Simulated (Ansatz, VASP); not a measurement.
**Au: VASP beside Ansatz**

```
Au
1.0
    -1.65968    1.65968    1.65968
     1.65968   -1.65968    1.65968
     1.65968    1.65968   -1.65968
Au
1
Direct
  0.00000 0.00000 0.00000
```

Alike in both runs: task single point; functional r2SCAN; k mesh 15 × 15 × 15; occupations fermi-dirac, width 0.1 eV; no spin polarisation.

```csv
,VASP,Ansatz
version,VASP 6.6.1,Ansatz 0.2.0
potentials or method,"VASP PAW PBE potentials, release 64 (Au), cutoff 550 eV","plane waves (500 eV) with PAW, scalar-relativistic"
valence electrons in the cell,11,19
```

```tsv
	VASP	Ansatz	Ansatz less VASP
pressure (GPa)	-4.7	-4.9	-0.23
```

VASP's potentials were made for PBE, not for r2SCAN. With one functional, cell and mesh, what is left measures potentials, basis and numerics. VASP's potentials hold 11 valence electrons a cell and Ansatz's 19, so a difference there can come from the potentials and not from the codes.

Neither program's run includes spin-orbit coupling.
